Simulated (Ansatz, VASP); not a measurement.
**Two plane-wave programs on SiMo3**

INCAR

```
SYSTEM = SiMo3
ALGO = Normal
EDIFF = 1E-7
EDIFFG = -0.001
ENCUT = 500
GGA = PE
GGA_COMPAT = .False.
IBRION = 2
ISIF = 3
ISMEAR = 0
LASPH = .True.
LCHARG = .False.
LREAL = .False.
LWAVE = .False.
NELM = 120
NELMIN = 4
NSW = 80
PREC = Accurate
SIGMA = 0.1
```

Contents of KPOINTS:

```
k-points
0
Gamma
  6 6 6
  0 0 0
```

Contents of POSCAR:

```
SiMo3
1.0
    4.9063915517      0.0000000000      0.0000000000
    0.0000000000      4.9063915517      0.0000000000
    0.0000000000      0.0000000000      4.9063915517
Si Mo
2 6
Direct
    0.5000000000      0.5000000000      0.5000000000
    0.0000000000      0.0000000000      0.0000000000
    0.0000000000      0.5000000000      0.7500000000
    0.0000000000      0.5000000000      0.2500000000
    0.5000000000      0.2500000000      0.0000000000
    0.5000000000      0.7500000000      0.0000000000
    0.2500000000      0.0000000000      0.5000000000
    0.7500000000      0.0000000000      0.5000000000
```

Input for Ansatz:

```yaml
crystal:
  lattice:
    - [4.9063915517, 0.0, 0.0]
    - [0.0, 4.9063915517, 0.0]
    - [0.0, 0.0, 4.9063915517]
  atoms:
    - { symbol: Si, position: [0.5, 0.5, 0.5] }
    - { symbol: Si, position: [0.0, 0.0, 0.0] }
    - { symbol: Mo, position: [0.0, 0.5, 0.75] }
    - { symbol: Mo, position: [0.0, 0.5, 0.25] }
    - { symbol: Mo, position: [0.5, 0.25, 0.0] }
    - { symbol: Mo, position: [0.5, 0.75, 0.0] }
    - { symbol: Mo, position: [0.25, 0.0, 0.5] }
    - { symbol: Mo, position: [0.75, 0.0, 0.5] }
basis:
  ecutwfc: 420
kpoints:
  mp_grid: { grid: [6, 6, 6] }
hamiltonian:
  xc: pbe
scf:
  occupations: { method: gaussian, width: 0.1 }
output:
  forces: true
  stress: true
  eigenvalues: true
relax:
  adjacent_minimum: "off"
  f_tol: 0.001
  max_steps: 60
  cell: { stress_tol: 0.01 }
```

Alike in both runs: task relaxation of cell and atoms; functional PBE; k mesh 6 × 6 × 6; occupations gaussian, width 0.1 eV; no spin polarisation.

|  | VASP | Ansatz |
| --- | --- | --- |
| version | VASP 6.6.1 | Ansatz 0.2.0 |
| potentials or method | VASP PAW PBE potentials, release 64 (Si, Mo_sv), cutoff 500 eV | scalar-relativistic, plane waves, PAW |
| valence electrons in the cell | 92 | 92 |

Ansatz gave:

| Item | Value |
| --- | --- |
| gap on the k mesh at the Fermi level, each at its own relaxed structure (eV) | none |
| relaxed volume (Å³/atom) | 14.76 |
| relaxed cell length with the largest relative difference (Å) | 4.906 |

Question: What did VASP give for the same quantities?

Answer: gap on the k mesh at the Fermi level, each at its own relaxed structure (eV): none; relaxed volume (Å³/atom): 14.79; relaxed cell length with the largest relative difference (Å): 4.910.

A gap of «none» marks a metal or a gap that the smearing closes.
